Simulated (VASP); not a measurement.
Here is a VASP 6.6.1 calculation.

Contents of POSCAR:

```
Si
1.0
   -2.3713723045      2.3713723045      1.3824360055
    2.3713723045     -2.3713723045      1.3824360055
    2.3713723045      2.3713723045     -1.3824360055
Si
2
Direct
    0.2500000000      0.7500000000      0.5000000000
    0.5000000000      0.5000000000      0.0000000000
```

Contents of INCAR.step1:

```
  ALGO = Normal
  EDIFF = 1E-4
  ENCUT = 520
  GGA = PE
  ISMEAR = 0
  LASPH = True
  LCHARG = False
  LREAL = False
  LWAVE = True
  NBANDS = 11
  NELM = 100
  PREC = Accurate
  SIGMA = 0.15
```

INCAR.step2

```
  ALGO = Normal
  EDIFF = 1E-7
  ENCUT = 520
  ISIF = 2
  ISMEAR = 0
  ISTART = 1
  LASPH = True
  LCHARG = False
  LMIXTAU = True
  LREAL = False
  LWAVE = False
  METAGGA = R2SCAN
  NBANDS = 11
  NELM = 100
  PREC = Accurate
  SIGMA = 0.15
```

Contents of KPOINTS:

```
k-points
0
Gamma
  20 20 20
```

Potentials or basis: VASP PAW PBE potentials, release 64 (Si).

Run with:

```console
$ cat potpaw_PBE.64/Si/POTCAR > POTCAR
$ cp INCAR.step1 INCAR
$ mpirun -np 1 vasp_std > vasp.out
$ cp INCAR.step2 INCAR
$ mpirun -np 1 vasp_std > vasp.out
```

Task: What does it give for the pressure?

Result: -1.3 GPa.

Task: Predict the band gap on the k mesh.

Result: Zero (bands 4 and 5 overlap by 7.26 eV).

Stress tensor (GPa, compression positive):
```
-0.15  0.00  0.00
 0.00 -0.15  0.00
 0.00  0.00 -3.55
```

Caveat: the cell differs from its parent crystal (strain +0.000 along x and y, +0.040 along z); the PAW data sets were made with another functional, which shifts forces and pressure a little.
